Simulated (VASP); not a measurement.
# GaAs (zincblende type) (F-43m) in VASP: a series of runs

The runs below take GaAs (zincblende type) through single point, with PBE.

Program: VASP 6.6.1. These are calculated values, not measurements. Logs are shortened: lines on timing, memory, paths and dates and some standing lists are left out, and cuts for length are marked.

### 1 The cell of the first run

Symmetry: F-43m, No. 216, cubic system. Conventional cell: a = 5.745 Å, b = 5.745 Å, c = 5.745 Å, α = 90.00°, β = 90.00°, γ = 90.00°. Within 3.3 Å of Ga (site symmetry -43m) lie 4 As at 2.49 Å. Within 3.3 Å of As (site symmetry -43m) lie 4 Ga at 2.49 Å.

### 2 Single point, PBE

INCAR

```
PREC = Accurate ; ENCUT = 520
EDIFF = 1E-7 ; ISMEAR = -1
SIGMA = 0.02 ; LREAL = False
LASPH = True ; NELM = 100
ALGO = Normal ; ISIF = 2
LWAVE = False ; LCHARG = True
GGA = PE ; LELF = True
LVHAR = True ; NBANDS = 26
```

KPOINTS

```
Automatic mesh
0
Gamma
  8 5 8
```

POSCAR

```
GaAs
1.0
   -2.8723074168      2.8723074168      0.0000000000
    0.0000000000      0.0000000000      5.7446148335
    2.8723074168      2.8723074168      0.0000000000
Ga As
2 2
Direct
    0.0000000000      0.0000000000      0.0000000000
    0.5000000000      0.5000000000      0.5000000000
    0.0000000000      0.2500000000      0.5000000000
    0.5000000000      0.7500000000      0.0000000000
```

Potentials or basis: VASP PAW PBE potentials, release 64 (Ga_d, As).

On the command line:

```sh
cat potpaw_PBE.64/Ga_d/POTCAR potpaw_PBE.64/As/POTCAR > POTCAR
mpirun -np 1 vasp_std > vasp.out
```

OUTCAR:

```text
PREC = Accurate
   ENCUT = 520
   EDIFF = 1E-7
   ISMEAR = -1
   LREAL = False
   LASPH = True
   NELM = 100
   ISIF = 2
   GGA = PE

 ion  position               nearest neighbor table
   1  0.000  0.000  0.000-   3 2.49   4 2.49   3 2.49   4 2.49
   2  0.500  0.500  0.500-   3 2.49   4 2.49   4 2.49   3 2.49
   3  0.000  0.250  0.500-   1 2.49   2 2.49   1 2.49   2 2.49
   4  0.500  0.750  0.000-   1 2.49   2 2.49   2 2.49   1 2.49

  LATTYP: Found a simple tetragonal cell.
 ALAT       =     4.0620561041
 C/A-ratio  =     1.4142135623

  Lattice vectors:

 A1 = (   2.8723074168,  -2.8723074168,   0.0000000000)
 A2 = (   2.8723074168,   2.8723074168,   0.0000000000)
 A3 = (   0.0000000000,   0.0000000000,   5.7446148335)

Analysis of symmetry for initial positions (statically):
=====================================================================
 Subroutine PRICEL returns following result:

  LATTYP: Found a face centered cubic cell.
 ALAT       =     5.7446148336

  Lattice vectors:

 A1 = (   2.8723074168,   0.0000000000,   2.8723074168)
 A2 = (   2.8723074168,   2.8723074168,   0.0000000000)
 A3 = (   0.0000000000,   2.8723074168,   2.8723074168)

   2 primitive cells build up your supercell.

 Routine SETGRP: Setting up the symmetry group for a
 simple tetragonal supercell.

 Subroutine GETGRP returns: Found  8 space group operations
 (whereof  8 operations were pure point group operations)
 out of a pool of 16 trial point group operations.

The static configuration has the point symmetry D_2d.

Analysis of symmetry for dynamics (positions and initial velocities):
=====================================================================
 Subroutine PRICEL returns following result:

  LATTYP: Found a face centered cubic cell.
 ALAT       =     5.7446148336

  Lattice vectors:

 A1 = (   2.8723074168,   0.0000000000,   2.8723074168)
 A2 = (   2.8723074168,   2.8723074168,   0.0000000000)
 A3 = (   0.0000000000,   2.8723074168,   2.8723074168)

   2 primitive cells build up your supercell.

 Routine SETGRP: Setting up the symmetry group for a
 simple tetragonal supercell.

 Subroutine GETGRP returns: Found  8 space group operations
 (whereof  8 operations were pure point group operations)
 out of a pool of 16 trial point group operations.

The dynamic configuration has the point symmetry D_2d.

 Subroutine INISYM returns: Found  8 space group operations
 (whereof  8 operations are pure point group operations),
 and found     2 'primitive' translations

----------------------------------------------------------------------------------------

                                     Primitive cell

  volume of cell :      47.3939

  direct lattice vectors                    reciprocal lattice vectors
     2.872307417  0.000000000  2.872307417     0.174076075 -0.174076075  0.174076075
     2.872307417  2.872307417  0.000000000     0.174076075  0.174076075 -0.174076075
     0.000000000  2.872307417  2.872307417    -0.174076075  0.174076075  0.174076075

  length of vectors
     4.062056104  4.062056104  4.062056104     0.301508605  0.301508605  0.301508605

  position of ions in fractional coordinates (direct lattice)
     0.000000000  0.000000000  0.000000000
     0.250000000  0.250000000  0.250000000

  ion indices of the primitive-cell ions
   primitive index   ion index
                 1           1
                 2           3

----------------------------------------------------------------------------------------

 KPOINTS: Automatic mesh

Automatic generation of k-mesh.
 Grid dimensions read from file:
 generate k-points for:    8    5    8

 Generating k-lattice:

  Cartesian coordinates                     Fractional coordinates (reciprocal lattice)
    -0.021759509  0.021759509  0.000000000     0.125000000  0.000000000  0.000000000
     0.000000000  0.000000000  0.034815215     0.000000000  0.200000000  0.000000000
     0.021759509  0.021759509  0.000000000     0.000000000  0.000000000  0.125000000

  Length of vectors
     0.030772593  0.034815215  0.030772593

  Shift w.r.t. Gamma in fractional coordinates (k-lattice)
     0.000000000  0.000000000  0.000000000

 Subroutine IBZKPT returns following result:
 ===========================================

 Found     45 irreducible k-points:

 Following reciprocal coordinates:
            Coordinates               Weight
  0.000000  0.000000  0.000000      1.000000
  0.125000  0.000000  0.000000      4.000000
  0.250000  0.000000  0.000000      4.000000
  0.375000  0.000000  0.000000      4.000000
  0.500000  0.000000  0.000000      2.000000
  0.000000  0.200000  0.000000      2.000000
[... 16 lines left out ...]
  0.500000  0.200000  0.125000      8.000000
  0.125000  0.400000  0.125000      8.000000
 [... further k-points ...]
   k-points           NKPTS =     45   k-points in BZ     NKDIM =     45   number of bands    NBANDS=     26
   number of dos      NEDOS =    301   number of ions     NIONS =      4
   total plane-waves  NPLWV =  43200
   dimension x,y,z NGX =    30 NGY =   48 NGZ =   30
   dimension x,y,z NGXF=    60 NGYF=   96 NGZF=   60
   ions per type =               2   2
   NGX,Y,Z   is equivalent  to a cutoff of  12.28, 13.89, 12.28 a.u.
   NGXF,Y,Z  is equivalent  to a cutoff of  24.56, 27.78, 24.56 a.u.
 SYSTEM =  unknown system
   PREC   = accura    normal or accurate (medium, high low for compatibility)
   ISTART =      0    job   : 0-new  1-cont  2-samecut
   ICHARG =      2    charge: 1-file 2-atom 10-const
   ISPIN  =      1    spin polarized calculation?
   LNONCOLLINEAR =      F non collinear calculations
   LSORBIT =      F    spin-orbit coupling
   LASPH  =      T    aspherical Exc in radial PAW
   ENCUT  =  520.0 eV  38.22 Ry    6.18 a.u.   7.55 10.68  7.55*2*pi/ulx,y,z
   NELM   =    100;   NELMIN=  2; NELMDL= -5     # of ELM steps
   EDIFF  = 0.1E-06   stopping-criterion for ELM
   LREAL  =      F    real-space projection
   EDIFFG = 0.1E-05   stopping-criterion for IOM
   NSW    =      0    number of steps for IOM
   IBRION =     -1    ionic relax: 0-MD 1-quasi-New 2-CG
   NFREE  =      0    steps in history (QN), initial steepest desc. (CG)
   ISIF   =      2    stress and relaxation
   ISYM   =      2    0-nonsym 1-usesym 2-fastsym
   POTIM  = 0.5000    time-step for ionic-motion
   TEBEG  =    0.0;   TEEND  =   0.0 temperature during run
   PSTRESS=    0.0 pullay stress
   NELECT =      36.0000    total number of electrons
   NUPDOWN=      -1.0000    fix difference up-down
   EMIN   =  10.00;   EMAX   =-10.00  energy-range for DOS
   EFERMI =   0.00;   METHOD = LEGACY
   ISMEAR =    -1;   SIGMA  =   0.02  broadening in eV -4-tet -1-fermi 0-gaus
   EFERMI_NEDOS =   21; number of points for ismear=-14 and -15
   IALGO  =     38    algorithm
   IMIX   =      4    mixing-type and parameters
     AMIX     =   0.40;   BMIX     =  1.00
     AMIX_MAG =   1.60;   BMIX_MAG =  1.00
  volume/ion in A,a.u.               =      23.70       159.92
  Fermi-wavevector in a.u.,A,eV,Ry     =   1.185563  2.240390 19.123809  1.405560
  Thomas-Fermi vector in A             =   2.321754
   LORBIT       =      0    0 simple, 1 ext, 2 COOP (PROOUT), +10 PAW based schemes
   GGA     = PE    functional components
   LHFCALC =     F    Hartree Fock is set to
   AEXX    =    0.0000 exact exchange contribution
   IVDW    =     0    specifies the selected vdW correction
   LEPSILON=     F    determine dielectric tensor
   LRPA    =     F    only Hartree local field effects (RPA)
 non-spin polarized calculation
  energy-cutoff  :      520.00
  volume of cell :       94.79
 maximum number of plane-waves:      2596
   NGX = 15   NGY = 21   NGZ = 15

 number of electron      36.0000044 magnetization

 Free energy of the ion-electron system (eV)
  ---------------------------------------------------
  ext. energy  EPLUGINS =         0.00000000
  ---------------------------------------------------
  free energy    TOTEN  =       -16.54893719 eV

  energy without entropy =      -16.54890079  energy(sigma->0) =      -16.54891899

 E-fermi :   3.5883     XC(G=0):  -9.3743

 val. band max:        3.4935805776   @ k =   0.0000   0.0000   0.0000
 cond. band min:       3.6594573279   @ k =   0.0000   0.0000   0.0000
 fundamental gap:      0.1658767503
 Fermi energy:         3.5882999988

 k-point     1 :       0.0000    0.0000    0.0000
  band No.  band energies     occupation
      1     -11.3277      2.00000
      2     -11.2343      2.00000
      3     -11.2343      2.00000
      4     -11.2341      2.00000
      5     -11.1929      2.00000
      6     -11.1929      2.00000
[... 18 lines left out ...]
     25      10.9350      0.00000
     26      13.2918      0.00000

 k-point     2 :       0.1250    0.0000    0.0000
  band No.  band energies     occupation
      1     -11.3247      2.00000
      2     -11.2419      2.00000
      3     -11.2326      2.00000
      4     -11.2312      2.00000
      5     -11.1969      2.00000
      6     -11.1944      2.00000
[... 18 lines left out ...]
     25      11.5862      0.00000
     26      12.3618      0.00000

 k-point     3 :       0.2500    0.0000    0.0000
  band No.  band energies     occupation
      1     -11.3176      2.00000
      2     -11.2603      2.00000
      3     -11.2279      2.00000
      4     -11.2248      2.00000
      5     -11.2042      2.00000
      6     -11.1986      2.00000
[... 18 lines left out ...]
     25      11.1878      0.00000
     26      11.3351      0.00000

 k-point     4 :       0.3750    0.0000    0.0000
  band No.  band energies     occupation
      1     -11.3086      2.00000
      2     -11.2808      2.00000
      3     -11.2210      2.00000
      4     -11.2186      2.00000
      5     -11.2103      2.00000
      6     -11.2052      2.00000
[... 18 lines left out ...]
     25      10.0983      0.00000
     26      10.3737      0.00000

 k-point     5 :       0.5000    0.0000    0.0000
  band No.  band energies     occupation
      1     -11.2971      2.00000
      2     -11.2971      2.00000
      3     -11.2144      2.00000
      4     -11.2144      2.00000
      5     -11.2130      2.00000
      6     -11.2130      2.00000
[... 18 lines left out ...]
     25       9.1904      0.00000
     26       9.1904      0.00000

 k-point     6 :       0.0000    0.2000    0.0000
  band No.  band energies     occupation
      1     -11.3204      2.00000
      2     -11.2454      2.00000
      3     -11.2305      2.00000
      4     -11.2305      2.00000
      5     -11.1970      2.00000
      6     -11.1970      2.00000
[... 427 lines left out ...]
 k-point    21 :       0.2500    0.2000    0.1250
  band No.  band energies     occupation
      1     -11.3123      2.00000
      2     -11.2724      2.00000
      3     -11.2231      2.00000
      4     -11.2213      2.00000
      5     -11.2091      2.00000
      6     -11.2009      2.00000
[... 18 lines left out ...]
     25       9.0330      0.00000
     26      11.3426      0.00000

 k-point    22 :       0.3750    0.2000    0.1250
  band No.  band energies     occupation
      1     -11.3082      2.00000
      2     -11.2894      2.00000
      3     -11.2179      2.00000
      4     -11.2154      2.00000
      5     -11.2124      2.00000
      6     -11.2051      2.00000
[... 18 lines left out ...]
     25       9.7397      0.00000
     26      10.9719      0.00000

 k-point    23 :       0.5000    0.2000    0.1250
  band No.  band energies     occupation
      1     -11.3016      2.00000
      2     -11.3016      2.00000
      3     -11.2144      2.00000
      4     -11.2144      2.00000
      5     -11.2103      2.00000
      6     -11.2103      2.00000
[... 18 lines left out ...]
     25      10.0569      0.00000
     26      10.0569      0.00000

 k-point    24 :       0.1250    0.4000    0.1250
  band No.  band energies     occupation
      1     -11.2990      2.00000
      2     -11.2758      2.00000
      3     -11.2220      2.00000
      4     -11.2196      2.00000
      5     -11.2120      2.00000
      6     -11.2088      2.00000
[... 18 lines left out ...]
     25       8.9741      0.00000
     26      10.5700      0.00000

 [... further k-points ...]
[... 5 lines left out ...]
  --------------------------------------------------------------------------------------
  -------------------------------------------------------------------------------------
  Total        0.1118994      0.1118994      0.0818006      0.0000000      0.0000000      0.0000000
  in kB        1.8914101      1.8914101      1.3826566      0.0000000      0.0000000      0.0000000
  external PRESSURE =       1.7218256 kB  Pullay stress =       0.0000000 kB

 VOLUME and BASIS-vectors are now :
 -----------------------------------------------------------------------------
  energy-cutoff  :      520.00
  volume of cell :       94.79
      direct lattice vectors                 reciprocal lattice vectors
    -2.872307417  2.872307417  0.000000000    -0.174076075  0.174076075  0.000000000
     0.000000000  0.000000000  5.744614834     0.000000000  0.000000000  0.174076075
     2.872307417  2.872307417  0.000000000     0.174076075  0.174076075  0.000000000

 POSITION                                       TOTAL-FORCE (eV/Angst)
 -----------------------------------------------------------------------------------
      0.00000      0.00000      0.00000        -0.000000      0.000000      0.000000
      0.00000      2.87231      2.87231         0.000000      0.000000      0.000000
      1.43615      1.43615      1.43615         0.000000     -0.000000      0.000000
     -1.43615      1.43615      4.30846         0.000000     -0.000000      0.000000
 -----------------------------------------------------------------------------------
    total drift:                                0.000000      0.000000     -0.000001

  FREE ENERGIE OF THE ION-ELECTRON SYSTEM (eV)
  ---------------------------------------------------
  free  energy   TOTEN  =       -16.5489371864 eV

  energy  without entropy=      -16.5489007852  energy(sigma->0) =      -16.54891899
```

Wall time 4.1 min (1 thread of AMD EPYC 7R13, shared host); peak memory 0.22 GiB.

Results:

* Free energy: -16.5489 eV
* Pressure: 0.2 GPa
* Band gap on the k mesh: 0.17 eV

Levels at points of the mesh, in eV from the valence-band top:
| k point | band 16 | band 17 | band 18 | band 19 | band 20 | band 21 |
| --- | --- | --- | --- | --- | --- | --- |
| (0.00, 0.00, 0.00) | 0.00 | 0.00 | 0.00 | 0.17 | 1.55 | 1.67 |
| (0.50, 0.00, 0.00) | -3.16 | -1.14 | -1.14 | 2.62 | 2.62 | 5.48 |
| (0.50, 0.00, 0.50) | -2.51 | -2.51 | -2.51 | 1.55 | 1.55 | 1.67 |

### 3 Single point, PBE

INCAR

```
SYSTEM = GaAs
ALGO     = Normal         ! electronic algorithm
EDIFF    = 1E-7           ! SCF threshold, eV
ENCUT    = 520            ! plane-wave cutoff, eV
GGA      = PE             ! functional
ISIF     = 2              ! what is computed and relaxed
ISMEAR   = -1             ! smearing method
LASPH    = .TRUE.         ! aspherical terms in the spheres
LCHARG   = .TRUE.         ! write CHGCAR
LELF     = .TRUE.         ! ELF
LREAL    = .FALSE.        ! projectors in reciprocal space
LVHAR    = .TRUE.       
LWAVE    = .FALSE.        ! write WAVECAR
NBANDS   = 26             ! bands
NELM     = 80             ! most SCF steps
PREC     = Accurate       ! precision mode
SIGMA    = 0.02           ! smearing width, eV
```

KPOINTS

```
k-points
0
G
  8 5 8
  0 0 0
```

POSCAR is that of step 2.

Potentials or basis: VASP PAW PBE potentials, release 64 (Ga_d, As).

On the command line:

```sh
cat potpaw_PBE.64/Ga_d/POTCAR potpaw_PBE.64/As/POTCAR > POTCAR
mpirun -np 1 vasp_std > vasp.out
```

Wall time 3.7 min (1 thread of AMD EPYC 7R13, shared host); peak memory 0.22 GiB.

It converged, with:

```yaml
Free_energy: -16.5489 eV
Pressure: 0.2 GPa
Band_gap_on_the_k_mesh: 0.17 eV
```

Levels at points of the mesh, in eV from the valence-band top:
| k point | band 14 | band 15 | band 16 | band 17 | band 18 | band 19 | band 20 | band 21 | band 22 | band 23 |
| --- | --- | --- | --- | --- | --- | --- | --- | --- | --- | --- |
| (0.00, 0.00, 0.00) | -2.51 | -2.51 | 0.00 | 0.00 | 0.00 | 0.17 | 1.55 | 1.67 | 3.72 | 3.72 |
| (0.50, 0.00, 0.00) | -5.50 | -3.16 | -3.16 | -1.14 | -1.14 | 2.62 | 2.62 | 5.48 | 5.48 | 5.56 |
| (0.50, 0.00, 0.50) | -6.60 | -2.51 | -2.51 | -2.51 | -2.51 | 1.55 | 1.55 | 1.67 | 1.67 | 9.79 |
